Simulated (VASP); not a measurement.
The system is ZnSe.

```
Zn Se
1.0
     0.00000    2.83242    2.83242
     2.83242    0.00000    2.83242
     2.83242    2.83242    0.00000
Zn Se
1 1
Cartesian
  0.0000 0.0000 0.0000
  1.4162 1.4162 1.4162
```

Base run:

| Property | Result |
| --- | --- |
| Program | VASP 6.6.1 |
| Functional | PBE |
| Potentials or basis | VASP PAW PBE potentials, release 64 (Zn, Se) |
| Cutoff | 520 eV |
| k mesh | 6 × 6 × 6 |
| Occupations | gaussian, width 0.01 eV |
| Spin | no spin polarisation |

Its results: band gap on the k mesh 1.29 eV, direct; pressure 2.5 GPa.

The run is repeated on the same cell with these changes: functional from PBE to r2SCAN; further incar settings from ALGO = Normal; EDIFF = 1e-06; NBANDS = 16 to ALGO = Normal; EDIFF = 1e-07; NBANDS = 16. What comes out?

Band gap on the k mesh 1.87 eV, direct; pressure 0.1 GPa.

Caveats: the PAW data sets were made with another functional, which shifts forces and pressure a little (some runs).

